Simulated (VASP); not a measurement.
# SiW12 in VASP: single point with PBE+D3(BJ)

Aim: the single point of SiW12 with PBE+D3(BJ).

Program: VASP 6.6.1. These are calculated values, not measurements. Logs are shortened: lines on timing, memory, paths and dates and some standing lists are left out, and cuts for length are marked.

### 1 The cell of the first run

The cell holds a slab with vacuum, 13 atoms: a = 5.664 Å, b = 5.664 Å, c = 21.150 Å, α = 90.00°, β = 90.00°, γ = 90.00°.

### 2 Single point, PBE+D3(BJ)

INCAR reads:

```
PREC     = Accurate       # precision mode
ENCUT    = 520            # plane-wave cutoff, eV
EDIFF    = 1E-7           # SCF threshold, eV
ISMEAR   = 0              # smearing method
SIGMA    = 0.1            # smearing width, eV
LREAL    = False          # projectors in reciprocal space
LASPH    = True           # aspherical terms in the spheres
NELM     = 100            # most SCF steps
ALGO     = Normal         # electronic algorithm
ISIF     = 2              # what is computed and relaxed
LWAVE    = False          # write WAVECAR
LCHARG   = True           # write CHGCAR
LDIPOL   = True         
IDIPOL   = 3            
DIPOL    = 0.5 0.5 0.302
GGA      = PE             # functional
IVDW     = 12             # dispersion correction
LELF     = True           # ELF
LVHAR    = True         
LVACPOTAV= True         
NBANDS   = 98             # bands
```

KPOINTS reads:

```
regular mesh
0
Gamma
  5 5 1
```

POSCAR reads:

```
SiW12
1.0
    5.6644156868      0.0000000000      0.0000000000
    0.0000000000      5.6644156868      0.0000000000
    0.0000000000      0.0000000000     21.1500668291
W Si
12 1
Direct
    0.2500000000      0.2500000000      0.1891246979
    0.2500000000      0.7500000000      0.1891246979
    0.7500000000      0.2500000000      0.1891246979
    0.7500000000      0.7500000000      0.1891246979
    0.0000000000      0.0000000000      0.2848852803
    0.0000000000      0.5000000000      0.2848852803
    0.5000000000      0.0000000000      0.2848852803
    0.5000000000      0.5000000000      0.2848852803
    0.2500000000      0.2500000000      0.3806166143
    0.2500000000      0.7500000000      0.3806166143
    0.7500000000      0.2500000000      0.3806166143
    0.7500000000      0.7500000000      0.3806166143
    0.4166666667      0.4166666667      0.5130039029
```

Potentials or basis: VASP PAW PBE potentials, release 64 (W_sv, Si).

Command:

```
$ cat potpaw_PBE.64/W_sv/POTCAR potpaw_PBE.64/Si/POTCAR > POTCAR
$ mpirun -np 1 vasp_std > vasp.out
```

OUTCAR:

```text
PREC = Accurate
   ENCUT = 520
   EDIFF = 1E-7
   ISMEAR = 0
   LREAL = False
   LASPH = True
   NELM = 100
   ISIF = 2
   GGA = PE
   IVDW = 12
 IVDW          = 12

 ion  position               nearest neighbor table
   1  0.250  0.250  0.189-   2 2.83   3 2.83   2 2.83   3 2.83   7 2.85   8 2.85   5 2.85   6 2.85

   2  0.250  0.750  0.189-   1 2.83   4 2.83   1 2.83   4 2.83   7 2.85   8 2.85   5 2.85   6 2.85

   3  0.750  0.250  0.189-   1 2.83   4 2.83   4 2.83   1 2.83   7 2.85   8 2.85   5 2.85   6 2.85

   4  0.750  0.750  0.189-   2 2.83   3 2.83   3 2.83   2 2.83   7 2.85   8 2.85   5 2.85   6 2.85

   5  0.000  0.000  0.285-   6 2.83   7 2.83   6 2.83   7 2.83  11 2.85  12 2.85   9 2.85  10 2.85
                             1 2.85   2 2.85   3 2.85   4 2.85
   6  0.000  0.500  0.285-   5 2.83   8 2.83   5 2.83   8 2.83  11 2.85  12 2.85   9 2.85  10 2.85
                             1 2.85   2 2.85   3 2.85   4 2.85
   7  0.500  0.000  0.285-   5 2.83   8 2.83   8 2.83   5 2.83  11 2.85  12 2.85   9 2.85  10 2.85
                             1 2.85   2 2.85   3 2.85   4 2.85
   8  0.500  0.500  0.285-   6 2.83   7 2.83   7 2.83   6 2.83  11 2.85  12 2.85   9 2.85  10 2.85
                             1 2.85   2 2.85   3 2.85   4 2.85
   9  0.250  0.250  0.381-  10 2.83  11 2.83  10 2.83  11 2.83   5 2.85   6 2.85   7 2.85   8 2.85
                            13 3.10
  10  0.250  0.750  0.381-   9 2.83  12 2.83   9 2.83  12 2.83   5 2.85   6 2.85   7 2.85   8 2.85

  11  0.750  0.250  0.381-   9 2.83  12 2.83  12 2.83   9 2.83   5 2.85   6 2.85   7 2.85   8 2.85

  12  0.750  0.750  0.381-  10 2.83  11 2.83  11 2.83  10 2.83   5 2.85   6 2.85   7 2.85   8 2.85

  13  0.417  0.417  0.513-   9 3.10

  LATTYP: Found a simple tetragonal cell.
 ALAT       =     5.6644156868
 C/A-ratio  =     3.7338479375

  Lattice vectors:

 A1 = (   5.6644156868,   0.0000000000,   0.0000000000)
 A2 = (   0.0000000000,   5.6644156868,   0.0000000000)
 A3 = (   0.0000000000,   0.0000000000,  21.1500668291)

Analysis of symmetry for initial positions (statically):
=====================================================================
 Subroutine PRICEL returns:
 Original cell was already a primitive cell.

 Routine SETGRP: Setting up the symmetry group for a
 simple tetragonal supercell.

 Subroutine GETGRP returns: Found  2 space group operations
 (whereof  2 operations were pure point group operations)
 out of a pool of 16 trial point group operations.

The static configuration has the point symmetry C_1h.

Analysis of symmetry for dynamics (positions and initial velocities):
=====================================================================
 Subroutine PRICEL returns:
 Original cell was already a primitive cell.

 Routine SETGRP: Setting up the symmetry group for a
 simple tetragonal supercell.

 Subroutine GETGRP returns: Found  2 space group operations
 (whereof  2 operations were pure point group operations)
 out of a pool of 16 trial point group operations.

The dynamic configuration has the point symmetry C_1h.

 Subroutine INISYM returns: Found  2 space group operations
 (whereof  2 operations are pure point group operations),
 and found     1 'primitive' translations

----------------------------------------------------------------------------------------

                                     Primitive cell

  volume of cell :     678.6127

  direct lattice vectors                    reciprocal lattice vectors
     5.664415687  0.000000000  0.000000000     0.176540716  0.000000000  0.000000000
     0.000000000  5.664415687  0.000000000     0.000000000  0.176540716  0.000000000
     0.000000000  0.000000000 21.150066829     0.000000000  0.000000000  0.047281174

  length of vectors
     5.664415687  5.664415687 21.150066829     0.176540716  0.176540716  0.047281174

  position of ions in fractional coordinates (direct lattice)
     0.250000000  0.250000000  0.189124698
     0.250000000  0.750000000  0.189124698
     0.750000000  0.250000000  0.189124698
     0.750000000  0.750000000  0.189124698
     0.000000000  0.000000000  0.284885280
     0.000000000  0.500000000  0.284885280
     0.500000000  0.000000000  0.284885280
     0.500000000  0.500000000  0.284885280
     0.250000000  0.250000000  0.380616614
     0.250000000  0.750000000  0.380616614
     0.750000000  0.250000000  0.380616614
     0.750000000  0.750000000  0.380616614
     0.416666667  0.416666667  0.513003903

  ion indices of the primitive-cell ions
   primitive index   ion index
                 1           1
                 2           2
                 3           3
                 4           4
                 5           5
                 6           6
                 7           7
                 8           8
                 9           9
                10          10
                11          11
                12          12
                13          13

----------------------------------------------------------------------------------------

 KPOINTS: regular mesh

Automatic generation of k-mesh.
 Grid dimensions read from file:
 generate k-points for:    5    5    1

 Generating k-lattice:

  Cartesian coordinates                     Fractional coordinates (reciprocal lattice)
     0.035308143  0.000000000  0.000000000     0.200000000  0.000000000  0.000000000
     0.000000000  0.035308143  0.000000000     0.000000000  0.200000000  0.000000000
     0.000000000  0.000000000  0.047281174     0.000000000  0.000000000  1.000000000

  Length of vectors
     0.035308143  0.035308143  0.047281174

  Shift w.r.t. Gamma in fractional coordinates (k-lattice)
     0.000000000  0.000000000  0.000000000

 Subroutine IBZKPT returns following result:
 ===========================================

 Found      9 irreducible k-points:

 Following reciprocal coordinates:
            Coordinates               Weight
  0.000000  0.000000  0.000000      1.000000
  0.200000  0.000000  0.000000      4.000000
  0.400000  0.000000  0.000000      4.000000
  0.200000  0.200000  0.000000      2.000000
 -0.200000  0.200000  0.000000      2.000000
  0.400000  0.200000  0.000000      4.000000
 -0.200000  0.400000  0.000000      4.000000
  0.400000  0.400000  0.000000      2.000000
 -0.400000  0.400000  0.000000      2.000000
   k-points           NKPTS =      9   k-points in BZ     NKDIM =      9   number of bands    NBANDS=     98
   number of dos      NEDOS =    301   number of ions     NIONS =     13
   total plane-waves  NPLWV = 282240
   dimension x,y,z NGX =    42 NGY =   42 NGZ =  160
   dimension x,y,z NGXF=    84 NGYF=   84 NGZF=  320
   ions per type =              12   1
   NGX,Y,Z   is equivalent  to a cutoff of  12.33, 12.33, 12.58 a.u.
   NGXF,Y,Z  is equivalent  to a cutoff of  24.65, 24.65, 25.15 a.u.
 SYSTEM =  unknown system
   PREC   = accura    normal or accurate (medium, high low for compatibility)
   ISTART =      0    job   : 0-new  1-cont  2-samecut
   ICHARG =      2    charge: 1-file 2-atom 10-const
   ISPIN  =      1    spin polarized calculation?
   LNONCOLLINEAR =      F non collinear calculations
   LSORBIT =      F    spin-orbit coupling
   LASPH  =      T    aspherical Exc in radial PAW
   ENCUT  =  520.0 eV  38.22 Ry    6.18 a.u.  10.53 10.53 39.33*2*pi/ulx,y,z
   NELM   =    100;   NELMIN=  2; NELMDL= -5     # of ELM steps
   EDIFF  = 0.1E-06   stopping-criterion for ELM
   LREAL  =      F    real-space projection
   EDIFFG = 0.1E-05   stopping-criterion for IOM
   NSW    =      0    number of steps for IOM
   IBRION =     -1    ionic relax: 0-MD 1-quasi-New 2-CG
   NFREE  =      0    steps in history (QN), initial steepest desc. (CG)
   ISIF   =      2    stress and relaxation
   ISYM   =      2    0-nonsym 1-usesym 2-fastsym
   POTIM  = 0.5000    time-step for ionic-motion
   TEBEG  =    0.0;   TEEND  =   0.0 temperature during run
   PSTRESS=    0.0 pullay stress
   NELECT =     172.0000    total number of electrons
   NUPDOWN=      -1.0000    fix difference up-down
   EMIN   =  10.00;   EMAX   =-10.00  energy-range for DOS
   EFERMI =   0.00;   METHOD = LEGACY
   ISMEAR =     0;   SIGMA  =   0.10  broadening in eV -4-tet -1-fermi 0-gaus
   EFERMI_NEDOS =   21; number of points for ismear=-14 and -15
   IALGO  =     38    algorithm
   IMIX   =      4    mixing-type and parameters
     AMIX     =   0.40;   BMIX     =  1.00
     AMIX_MAG =   1.60;   BMIX_MAG =  1.00
  volume/ion in A,a.u.               =      52.20       352.27
  Fermi-wavevector in a.u.,A,eV,Ry     =   1.036041  1.957834 14.604238  1.073381
  Thomas-Fermi vector in A             =   2.170413
   LORBIT       =      0    0 simple, 1 ext, 2 COOP (PROOUT), +10 PAW based schemes
   GGA     = PE    functional components
   LHFCALC =     F    Hartree Fock is set to
   AEXX    =    0.0000 exact exchange contribution
   IVDW    =    12    specifies the selected vdW correction
   LEPSILON=     F    determine dielectric tensor
   LRPA    =     F    only Hartree local field effects (RPA)
 non-spin polarized calculation
 Gauss-broadening in eV      SIGMA  =   0.10
  energy-cutoff  :      520.00
  volume of cell :      678.61
 maximum number of plane-waves:     18347
 NGX is ok and might be reduce to    42
   NGX = 21   NGY = 21   NGZ = 79

 dipolmoment           0.000000      0.000000      0.000090 electrons x Angstroem

 number of electron     171.9999987 magnetization

 dipolmoment           0.000000      0.000000     -0.012784 electrons x Angstroem

 Free energy of the ion-electron system (eV)
  ---------------------------------------------------
  ext. energy  EPLUGINS =         0.00000000
  ---------------------------------------------------
  free energy    TOTEN  =      -140.53022757 eV

  energy without entropy =     -140.41117054  energy(sigma->0) =     -140.47069906

 E-fermi :   0.2379     XC(G=0):  -5.4085

 val. band max:        0.2305249640   @ k =   0.4000   0.2000   0.0000
 cond. band min:       0.2409863451   @ k =   0.4000   0.0000   0.0000
 fundamental gap:      0.0104613811
 Fermi energy:         0.2378625195

 k-point     1 :       0.0000    0.0000    0.0000
  band No.  band energies     occupation
      1     -73.7070      2.00000
      2     -73.6666      2.00000
      3     -73.6433      2.00000
      4     -73.6407      2.00000
      5     -73.6078      2.00000
      6     -73.5858      2.00000
[... 90 lines left out ...]
     97       2.0815      0.00000
     98       2.1824      0.00000

 k-point     2 :       0.2000    0.0000    0.0000
  band No.  band energies     occupation
      1     -73.7024      2.00000
      2     -73.6678      2.00000
      3     -73.6430      2.00000
      4     -73.6372      2.00000
      5     -73.6106      2.00000
      6     -73.5925      2.00000
[... 696 lines left out ...]
     97       1.1786      0.00000
     98       1.2883      0.00000

 k-point     9 :      -0.4000    0.4000    0.0000
  band No.  band energies     occupation
      1     -73.6766      2.00000
      2     -73.6696      2.00000
      3     -73.6523      2.00000
      4     -73.6267      2.00000
      5     -73.6078      2.00000
      6     -73.5936      2.00000
[... 90 lines left out ...]
     97       1.1793      0.00000
     98       1.3077      0.00000

------------------------ aborting loop because EDIFF is reached ----------------------------------------

 Edisp (eV)   -5.16851

 E8    (eV) :    -2.7368

  FORCE on cell =-STRESS in cart. coord.  units (eV):
  Direction    XX          YY          ZZ          XY          YZ          ZX
  --------------------------------------------------------------------------------------
  -------------------------------------------------------------------------------------
  Total     -35.92168   -35.92168    -8.15367    -0.10244    -0.33081    -0.33081
  in kB     -84.80965   -84.80965   -19.25048    -0.24186    -0.78103    -0.78103
  external pressure =      -62.96 kB  Pullay stress =        0.00 kB

 VOLUME and BASIS-vectors are now :
 -----------------------------------------------------------------------------
  energy-cutoff  :      520.00
  volume of cell :      678.61
      direct lattice vectors                 reciprocal lattice vectors
     5.664415687  0.000000000  0.000000000     0.176540716  0.000000000  0.000000000
     0.000000000  5.664415687  0.000000000     0.000000000  0.176540716  0.000000000
     0.000000000  0.000000000 21.150066829     0.000000000  0.000000000  0.047281174

 POSITION                                       TOTAL-FORCE (eV/Angst)
 -----------------------------------------------------------------------------------
      1.41610      1.41610      4.00000        -0.034729     -0.034729      0.177845
      1.41610      4.24831      4.00000         0.008983      0.050096      0.079088
      4.24831      1.41610      4.00000         0.050096      0.008983      0.079088
      4.24831      4.24831      4.00000         0.015828      0.015828      0.066932
      0.00000      0.00000      6.02534        -0.025843     -0.025843     -0.405845
      0.00000      2.83221      6.02534        -0.143364      0.158423     -0.297796
      2.83221      0.00000      6.02534         0.158423     -0.143364     -0.297796
      2.83221      2.83221      6.02534         0.015258      0.015258     -0.101714
      1.41610      1.41610      8.05007         0.185588      0.185588      1.692400
      1.41610      4.24831      8.05007         0.071843     -0.135687      0.787466
      4.24831      1.41610      8.05007        -0.135687      0.071843      0.787466
      4.24831      4.24831      8.05007        -0.109489     -0.109489      0.488522
      2.36017      2.36017     10.85007        -0.056908     -0.056908     -3.055655
 -----------------------------------------------------------------------------------
    total drift:                               -0.000063     -0.000063      0.000025

  FREE ENERGIE OF THE ION-ELECTRON SYSTEM (eV)
  ---------------------------------------------------
  free  energy   TOTEN  =      -145.6987411768 eV

  energy  without entropy=     -145.5796841403  energy(sigma->0) =     -145.63921266

 vacuum level on the upper side and lower side of the slab         4.828         4.900
```

Wall time 56 min (1 thread of Intel Xeon 8259CL, shared host); peak memory 0.83 GiB.

Results:

| Property | Result |
| --- | --- |
| Free energy | -145.6987 eV |
| Largest force | 3.057 eV/Å |
| Band gap on the k mesh | zero (bands 86 and 87 overlap by 0.25 eV) |
| Dispersion energy per atom | -0.398 eV |

Forces on the atoms (eV/Å):
```
W   -0.035 -0.035  0.178
W    0.009  0.050  0.079
W    0.050  0.009  0.079
W    0.016  0.016  0.067
W   -0.026 -0.026 -0.406
W   -0.143  0.158 -0.298
W    0.158 -0.143 -0.298
W    0.015  0.015 -0.102
W    0.186  0.186  1.692
W    0.072 -0.136  0.787
W   -0.136  0.072  0.787
W   -0.109 -0.109  0.489
Si  -0.057 -0.057 -3.056
```

Caveat: spin-orbit coupling is left out, which moves the levels of the heavy elements.
